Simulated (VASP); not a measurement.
# Te (Pm-3m) in VASP: notebook

Runs on Te. Level: LDA. Tasks: single point.

Program: VASP 6.6.1. These are calculated values, not measurements. Logs are shortened: lines on timing, memory, paths and dates and some standing lists are left out, and cuts for length are marked.

## (1) The cell of the first run

Symmetry: Pm-3m, No. 221, cubic system. Conventional cell: a = 3.174 Å, b = 3.174 Å, c = 3.174 Å, α = 90.00°, β = 90.00°, γ = 90.00°. Within 4.2 Å of Te (site symmetry m-3m) lie 6 Te at 3.17 Å.

This isn't the form of Te at room conditions, which is trigonal, of chains.

## (2) Single point, LDA (31.97 Å³/atom)

INCAR

```
SYSTEM = Te
PREC = Accurate
ENCUT = 520
EDIFF = 1E-6
ISMEAR = -1
SIGMA = 0.1
LREAL = .FALSE.
LASPH = .TRUE.
NELM = 60
ALGO = Normal
ISIF = 2
LWAVE = .FALSE.
LCHARG = .FALSE.
GGA = CA
NBANDS = 9
```

KPOINTS

```
Automatic mesh
0
G
  11 11 11
  0 0 0
```

POSCAR

```
Te
1.0
    3.1738270524      0.0000000000      0.0000000000
    0.0000000000      3.1738270524      0.0000000000
    0.0000000000      0.0000000000      3.1738270524
Te
1
Direct
    0.0000000000      0.0000000000      0.0000000000
```

Potentials or basis: VASP PAW LDA potentials, release 64 (Te).

Launch:

```bash
$ cat potpaw_LDA.64/Te/POTCAR > POTCAR
$ mpirun -np 1 vasp_std > vasp.out
```

OUTCAR:

```text
SYSTEM = Te
   PREC = Accurate
   ENCUT = 520
   EDIFF = 1E-6
   ISMEAR = -1
   LREAL = .FALSE.
   LASPH = .TRUE.
   NELM = 60
   ISIF = 2
   GGA = CA

 ion  position               nearest neighbor table
   1  0.000  0.000  0.000-

  LATTYP: Found a simple cubic cell.
 ALAT       =     3.1738270524

  Lattice vectors:

 A1 = (   3.1738270524,   0.0000000000,   0.0000000000)
 A2 = (   0.0000000000,   3.1738270524,   0.0000000000)
 A3 = (   0.0000000000,   0.0000000000,   3.1738270524)

Analysis of symmetry for initial positions (statically):
=====================================================================
 Subroutine PRICEL returns:
 Original cell was already a primitive cell.

 Routine SETGRP: Setting up the symmetry group for a
 simple cubic supercell.

 Subroutine GETGRP returns: Found 48 space group operations
 (whereof 48 operations were pure point group operations)
 out of a pool of 48 trial point group operations.

The static configuration has the point symmetry O_h .

Analysis of symmetry for dynamics (positions and initial velocities):
=====================================================================
 Subroutine PRICEL returns:
 Original cell was already a primitive cell.

 Routine SETGRP: Setting up the symmetry group for a
 simple cubic supercell.

 Subroutine GETGRP returns: Found 48 space group operations
 (whereof 48 operations were pure point group operations)
 out of a pool of 48 trial point group operations.

The dynamic configuration has the point symmetry O_h .

 Subroutine INISYM returns: Found 48 space group operations
 (whereof 48 operations are pure point group operations),
 and found     1 'primitive' translations

----------------------------------------------------------------------------------------

                                     Primitive cell

  volume of cell :      31.9705

  direct lattice vectors                    reciprocal lattice vectors
     3.173827052  0.000000000  0.000000000     0.315077030  0.000000000  0.000000000
     0.000000000  3.173827052  0.000000000     0.000000000  0.315077030  0.000000000
     0.000000000  0.000000000  3.173827052     0.000000000  0.000000000  0.315077030

  length of vectors
     3.173827052  3.173827052  3.173827052     0.315077030  0.315077030  0.315077030

  position of ions in fractional coordinates (direct lattice)
     0.000000000  0.000000000  0.000000000

  ion indices of the primitive-cell ions
   primitive index   ion index
                 1           1

----------------------------------------------------------------------------------------

 KPOINTS: Automatic mesh

Automatic generation of k-mesh.
 Grid dimensions read from file:
 generate k-points for:   11   11   11

 Generating k-lattice:

  Cartesian coordinates                     Fractional coordinates (reciprocal lattice)
     0.028643366  0.000000000  0.000000000     0.090909091  0.000000000  0.000000000
     0.000000000  0.028643366  0.000000000     0.000000000  0.090909091  0.000000000
     0.000000000  0.000000000  0.028643366     0.000000000  0.000000000  0.090909091

  Length of vectors
     0.028643366  0.028643366  0.028643366

  Shift w.r.t. Gamma in fractional coordinates (k-lattice)
     0.000000000  0.000000000  0.000000000

 Subroutine IBZKPT returns following result:
 ===========================================

 Found     56 irreducible k-points:

 Following reciprocal coordinates:
            Coordinates               Weight
  0.000000  0.000000  0.000000      1.000000
  0.090909  0.000000  0.000000      6.000000
  0.181818  0.000000  0.000000      6.000000
  0.272727  0.000000  0.000000      6.000000
  0.363636  0.000000  0.000000      6.000000
  0.454545  0.000000  0.000000      6.000000
[... 16 lines left out ...]
  0.181818  0.090909  0.090909     24.000000
  0.272727  0.090909  0.090909     24.000000
 [... further k-points ...]
   k-points           NKPTS =     56   k-points in BZ     NKDIM =     56   number of bands    NBANDS=      9
   number of dos      NEDOS =    301   number of ions     NIONS =      1
   total plane-waves  NPLWV =  13824
   dimension x,y,z NGX =    24 NGY =   24 NGZ =   24
   dimension x,y,z NGXF=    48 NGYF=   48 NGZF=   48
   ions per type =               1
   NGX,Y,Z   is equivalent  to a cutoff of  12.57, 12.57, 12.57 a.u.
   NGXF,Y,Z  is equivalent  to a cutoff of  25.14, 25.14, 25.14 a.u.
 SYSTEM =  Te
   PREC   = accura    normal or accurate (medium, high low for compatibility)
   ISTART =      0    job   : 0-new  1-cont  2-samecut
   ICHARG =      2    charge: 1-file 2-atom 10-const
   ISPIN  =      1    spin polarized calculation?
   LNONCOLLINEAR =      F non collinear calculations
   LSORBIT =      F    spin-orbit coupling
   LASPH  =      T    aspherical Exc in radial PAW
   ENCUT  =  520.0 eV  38.22 Ry    6.18 a.u.   5.90  5.90  5.90*2*pi/ulx,y,z
   NELM   =     60;   NELMIN=  2; NELMDL= -5     # of ELM steps
   EDIFF  = 0.1E-05   stopping-criterion for ELM
   LREAL  =      F    real-space projection
   EDIFFG = 0.1E-04   stopping-criterion for IOM
   NSW    =      0    number of steps for IOM
   IBRION =     -1    ionic relax: 0-MD 1-quasi-New 2-CG
   NFREE  =      0    steps in history (QN), initial steepest desc. (CG)
   ISIF   =      2    stress and relaxation
   ISYM   =      2    0-nonsym 1-usesym 2-fastsym
   POTIM  = 0.5000    time-step for ionic-motion
   TEBEG  =    0.0;   TEEND  =   0.0 temperature during run
   PSTRESS=    0.0 pullay stress
   NELECT =       6.0000    total number of electrons
   NUPDOWN=      -1.0000    fix difference up-down
   EMIN   =  10.00;   EMAX   =-10.00  energy-range for DOS
   EFERMI =   0.00;   METHOD = LEGACY
   ISMEAR =    -1;   SIGMA  =   0.10  broadening in eV -4-tet -1-fermi 0-gaus
   EFERMI_NEDOS =   21; number of points for ismear=-14 and -15
   IALGO  =     38    algorithm
   IMIX   =      4    mixing-type and parameters
     AMIX     =   0.40;   BMIX     =  1.00
     AMIX_MAG =   1.60;   BMIX_MAG =  1.00
  volume/ion in A,a.u.               =      31.97       215.75
  Fermi-wavevector in a.u.,A,eV,Ry     =   0.937293  1.771227 11.952963  0.878518
  Thomas-Fermi vector in A             =   2.064389
   LORBIT       =      0    0 simple, 1 ext, 2 COOP (PROOUT), +10 PAW based schemes
   GGA     = CA    functional components
   LHFCALC =     F    Hartree Fock is set to
   AEXX    =    0.0000 exact exchange contribution
   IVDW    =     0    specifies the selected vdW correction
   LEPSILON=     F    determine dielectric tensor
   LRPA    =     F    only Hartree local field effects (RPA)
 non-spin polarized calculation
  energy-cutoff  :      520.00
  volume of cell :       31.97
 maximum number of plane-waves:       882
 NGX is ok and might be reduce to    24
   NGX = 11   NGY = 11   NGZ = 11

 number of electron       6.0000000 magnetization

 Free energy of the ion-electron system (eV)
  ---------------------------------------------------
  ext. energy  EPLUGINS =         0.00000000
  ---------------------------------------------------
  free energy    TOTEN  =        -3.78768045 eV

  energy without entropy =       -3.76946941  energy(sigma->0) =       -3.77857493

 E-fermi :   6.5791     XC(G=0):  -9.5901

 val. band max:        6.5672671195   @ k =   0.4545   0.1818   0.1818
 cond. band min:       6.7035921398   @ k =   0.0909   0.0000   0.0000
 fundamental gap:      0.1363250203
 Fermi energy:         6.5790564159

 k-point     1 :       0.0000    0.0000    0.0000
  band No.  band energies     occupation
      1      -7.2067      2.00000
      2       7.7791      0.00001
      3       7.7791      0.00001
      4       7.7791      0.00001
      5      12.6198      0.00000
      6      12.6198      0.00000
      7      13.0079      0.00000
      8      23.7768      0.00000
      9      23.7768      0.00000

 k-point     2 :       0.0909    0.0000    0.0000
  band No.  band energies     occupation
      1      -7.1073      2.00000
      2       6.7036      0.44701
      3       7.8687      0.00001
      4       7.8687      0.00001
      5      12.7106      0.00000
      6      12.9559      0.00000
      7      14.0421      0.00000
      8      22.3499      0.00000
      9      22.3499      0.00000

 k-point     3 :       0.1818    0.0000    0.0000
  band No.  band energies     occupation
      1      -6.8183      2.00000
      2       4.7921      2.00000
      3       8.1231      0.00000
      4       8.1231      0.00000
      5      12.9783      0.00000
      6      13.2934      0.00000
      7      16.4590      0.00000
      8      20.6048      0.00000
      9      20.6048      0.00000

 k-point     4 :       0.2727    0.0000    0.0000
  band No.  band energies     occupation
      1      -6.3753      2.00000
      2       2.9506      2.00000
      3       8.4935      0.00000
      4       8.4935      0.00000
      5      13.4023      0.00000
      6      13.8303      0.00000
      7      18.6214      0.00000
      8      19.0760      0.00000
      9      19.0760      0.00000

 k-point     5 :       0.3636    0.0000    0.0000
  band No.  band energies     occupation
      1      -5.8671      2.00000
      2       1.4632      2.00000
      3       8.8846      0.00000
      4       8.8846      0.00000
      5      13.9218      0.00000
      6      14.5845      0.00000
      7      17.9001      0.00000
      8      17.9001      0.00000
      9      18.0752      0.00000

 k-point     6 :       0.4545    0.0000    0.0000
  band No.  band energies     occupation
      1      -5.4872      2.00000
      2       0.5833      2.00000
      3       9.1490      0.00000
      4       9.1490      0.00000
      5      14.3553      0.00000
      6      15.5574      0.00000
      7      16.7572      0.00000
      8      17.2400      0.00000
      9      17.2400      0.00000
[... 169 lines left out ...]
 k-point    21 :       0.4545    0.4545    0.0000
  band No.  band energies     occupation
      1      -3.7336      2.00000
      2       2.1502      2.00000
      3       2.1687      2.00000
      4       8.7991      0.00000
      5      10.4669      0.00000
      6      17.1779      0.00000
      7      18.9086      0.00000
      8      18.9765      0.00000
      9      19.1339      0.00000

 k-point    22 :       0.0909    0.0909    0.0909
  band No.  band energies     occupation
      1      -6.9084      2.00000
      2       6.8663      0.10703
      3       6.8663      0.10703
      4       6.9361      0.05473
      5      14.0809      0.00000
      6      14.0809      0.00000
      7      14.3960      0.00000
      8      20.9385      0.00000
      9      20.9392      0.00000

 k-point    23 :       0.1818    0.0909    0.0909
  band No.  band energies     occupation
      1      -6.6193      2.00000
      2       4.9823      2.00000
      3       7.1254      0.00844
      4       7.1866      0.00459
      5      14.3342      0.00000
      6      14.5213      0.00000
      7      16.4834      0.00000
      8      19.0895      0.00000
      9      19.4722      0.00000

 k-point    24 :       0.2727    0.0909    0.0909
  band No.  band energies     occupation
      1      -6.1759      2.00000
      2       3.1428      2.00000
      3       7.5069      0.00019
      4       7.5935      0.00008
      5      14.7229      0.00000
      6      14.7953      0.00000
      7      17.2864      0.00000
      8      17.4872      0.00000
      9      19.9506      0.00000

 [... further k-points ...]

------------------------ aborting loop because EDIFF is reached ----------------------------------------

  FORCE on cell =-STRESS in cart. coord.  units (eV):
  Direction    XX          YY          ZZ          XY          YZ          ZX
  --------------------------------------------------------------------------------------
  -------------------------------------------------------------------------------------
  Total       -0.4229268     -0.4229268     -0.4229268      0.0000000      0.0000000      0.0000000
  in kB      -21.1946362    -21.1946362    -21.1946362      0.0000000      0.0000000      0.0000000
  external PRESSURE =     -21.1946362 kB  Pullay stress =       0.0000000 kB

 VOLUME and BASIS-vectors are now :
 -----------------------------------------------------------------------------
  energy-cutoff  :      520.00
  volume of cell :       31.97
      direct lattice vectors                 reciprocal lattice vectors
     3.173827052  0.000000000  0.000000000     0.315077030  0.000000000  0.000000000
     0.000000000  3.173827052  0.000000000     0.000000000  0.315077030  0.000000000
     0.000000000  0.000000000  3.173827052     0.000000000  0.000000000  0.315077030

 POSITION                                       TOTAL-FORCE (eV/Angst)
 -----------------------------------------------------------------------------------
      0.00000      0.00000      0.00000         0.000000      0.000000      0.000000
 -----------------------------------------------------------------------------------
    total drift:                               -0.000000      0.000000      0.000000

  FREE ENERGIE OF THE ION-ELECTRON SYSTEM (eV)
  ---------------------------------------------------
  free  energy   TOTEN  =        -3.7876804453 eV

  energy  without entropy=       -3.7694694124  energy(sigma->0) =       -3.77857493
```

It took 12 s on 1 thread of Intel Xeon 8259CL, shared host; peak memory 0.13 GiB.

What came out:

```
Free energy            : -3.7877 eV
Pressure               : -2.1 GPa
Band gap on the k mesh : zero (bands 3 and 4 overlap by 5.50 eV)
```

Levels at points of the mesh, in eV from the Fermi level:
| k point | band 1 | band 2 | band 3 | band 4 | band 5 | band 6 | band 7 |
| --- | --- | --- | --- | --- | --- | --- | --- |
| (0.00, 0.00, 0.00) | -13.79 | 1.20 | 1.20 | 1.20 | 6.04 | 6.04 | 6.43 |

Caveat: spin-orbit coupling is left out, which moves the levels of the heavy elements.

## (3) Single point, LDA (33.20 Å³/atom)

This run uses another cell than the first one, of 33.20 Å³/atom.

INCAR

```
PREC = Accurate
ENCUT = 520
EDIFF = 1E-6
ISMEAR = -1
SIGMA = 0.1
LREAL = F
LASPH = T
NELM = 80
ALGO = Normal
ISIF = 2
LWAVE = F
LCHARG = F
GGA = CA
NBANDS = 9
```

KPOINTS

```
Automatic mesh
0
Gamma
  11 11 11
```

POSCAR

```
Te
1.0
    3.2140063437      0.0000000000      0.0000000000
    0.0000000000      3.2140063437      0.0000000000
    0.0000000000      0.0000000000      3.2140063437
Te
1
Direct
    0.0000000000      0.0000000000      0.0000000000
```

Potentials or basis: VASP PAW LDA potentials, release 64 (Te).

Launch:

```bash
$ cat potpaw_LDA.64/Te/POTCAR > POTCAR
$ mpirun -np 1 vasp_std > vasp.out
```

Run time: 8.5 s. Hardware: 1 thread of Intel Xeon 8259CL, shared host; peak memory 0.13 GiB.

Results (log left out):

```yaml
Free_energy: -3.7645 eV
Pressure: -3.9 GPa
Band_gap_on_the_k_mesh: zero (bands 3 and 4 overlap by 5.24 eV)
```

Levels at points of the mesh, in eV from the Fermi level:
| k point | band 1 | band 2 | band 3 | band 4 | band 5 | band 6 | band 7 | band 8 |
| --- | --- | --- | --- | --- | --- | --- | --- | --- |
| (0.00, 0.00, 0.00) | -13.49 | 1.16 | 1.16 | 1.16 | 6.09 | 6.09 | 6.28 | 16.96 |

Caveat: the cell stands under tension; spin-orbit coupling is left out, which moves the levels of the heavy elements.

## (4) Single point, LDA (34.43 Å³/atom)

This run uses another cell than the first one, of 34.43 Å³/atom.

INCAR

```
ALGO = Normal
EDIFF = 1E-7
ENCUT = 520
ISIF = 2
ISMEAR = -1
LASPH = T
LCHARG = F
LREAL = F
LWAVE = F
NBANDS = 9
NELM = 80
PREC = Accurate
SIGMA = 0.1
```

KPOINTS

```
k-points
0
Gamma
  11 11 11
```

POSCAR

```
Te
1.0
    3.2532054063      0.0000000000      0.0000000000
    0.0000000000      3.2532054063      0.0000000000
    0.0000000000      0.0000000000      3.2532054063
Te
1
Direct
    0.0000000000      0.0000000000      0.0000000000
```

Launch:

```bash
$ cat potpaw_LDA.64/Te/POTCAR > POTCAR
$ mpirun -np 1 vasp_std > vasp.out
```

Wall time 13 s (1 thread of Intel Xeon 8259CL, shared host); peak memory 0.14 GiB.

The run converged. Its results:

| Item | Value |
| --- | --- |
| Free energy | -3.7292 eV |
| Pressure | -5.3 GPa |
| Band gap on the k mesh | zero (bands 3 and 4 overlap by 5.01 eV) |

Levels at points of the mesh, in eV from the Fermi level:
| k point | band 1 | band 2 | band 3 | band 4 | band 5 | band 6 | band 7 | band 8 |
| --- | --- | --- | --- | --- | --- | --- | --- | --- |
| (0.00, 0.00, 0.00) | -13.23 | 1.12 | 1.12 | 1.12 | 6.14 | 6.14 | 6.14 | 16.72 |

Caveat: the cell stands under tension; spin-orbit coupling is left out, which moves the levels of the heavy elements.

## (5) The runs side by side

| cell | gap on the mesh (eV) | pressure (GPa) |
| --- | --- | --- |
| a = 3.174 Å, 1 atom | none | -2.1 |
| a = 3.214 Å, 1 atom | none | -3.9 |
| a = 3.253 Å, 1 atom | none | -5.3 |

Alike in all rows: task single point; level LDA; potentials or basis VASP PAW LDA potentials, release 64 (Te); no spin polarisation; k mesh 11 × 11 × 11; cutoff (eV) 520; smearing fermi-dirac 0.1 eV.

Caveats: spin-orbit coupling is left out, which moves the levels of the heavy elements; the cell stands under tension (at least some runs).

Absolute energies hang on the potentials; compare differences alone.

The gap in the log of VASP goes by the Fermi energy; the results here count the filled bands.